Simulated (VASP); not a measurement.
Wanted: the native input for a VASP 6.6.1 run.

* Task: single point
* Functional: PBE
* Potentials or basis: VASP PAW PBE potentials, release 64 (Ti_sv, O)
* Cutoff: 520 eV
* k mesh: 6 × 6 × 10
* Occupations: gaussian, width 0.02 eV
* Spin: no spin polarisation
* Hubbard terms: Ti d U = 4.0 eV
* Dipole correction: no
* Further INCAR settings: ALGO = Normal; EDIFF = 1e-07; NBANDS = 33

The structure of TiO2 lies in POSCAR:

```
TiO2
1.0
    4.7099552598      0.0000000000      0.0000000000
    0.0000000000      4.7099552598      0.0000000000
    0.0000000000      0.0000000000      2.9790576858
Ti O
2 4
Direct
    0.5000000000      0.5000000000      0.0000000000
    0.0000000000      0.0000000000      0.5000000000
    0.6943530392      0.6943530392      0.5000000000
    0.8056469608      0.1943530392      0.0000000000
    0.1943530392      0.8056469608      0.0000000000
    0.3056469608      0.3056469608      0.5000000000
```

This cell differs from its parent crystal: biaxial strain in the a-b plane: +1.5 %.

One way to write it, as run:

INCAR

```
SYSTEM = TiO2
ALGO = Normal
EDIFF = 1E-7
ENCUT = 520
GGA = PE
ISIF = 2
ISMEAR = 0
LASPH = .TRUE.
LCHARG = .FALSE.
LDAU = .TRUE.
LDAUJ = 0 0
LDAUL = 2 -1
LDAUPRINT = 1
LDAUTYPE = 2
LDAUU = 4 0
LMAXMIX = 4
LREAL = .FALSE.
LWAVE = .FALSE.
NBANDS = 33
NELM = 150
PREC = Accurate
SIGMA = 0.02
```

KPOINTS

```
k-points
0
G
  6 6 10
  0 0 0
```

Potentials or basis: VASP PAW PBE potentials, release 64 (Ti_sv, O).

The run is started by

```console
$ cat potpaw_PBE.64/Ti_sv/POTCAR potpaw_PBE.64/O/POTCAR > POTCAR
$ mpirun -np 1 vasp_std > vasp.out
```

It gave:

```json
{
  "Pressure": "0.3 GPa",
  "Largest force": "0.070 eV/Å",
  "Band gap on the k mesh": "2.27 eV (least direct gap 2.28 eV)"
}
```

Caveat: the cell differs from its parent crystal (biaxial strain in the a-b plane: +1.5 %); the stress differs along the axes, from -2 to 4 GPa.

Run time: 58 s on 1 thread of AMD EPYC 9R45 96-Core Processor (Zen 5), with other jobs on the host, peak memory 0.21 GiB.
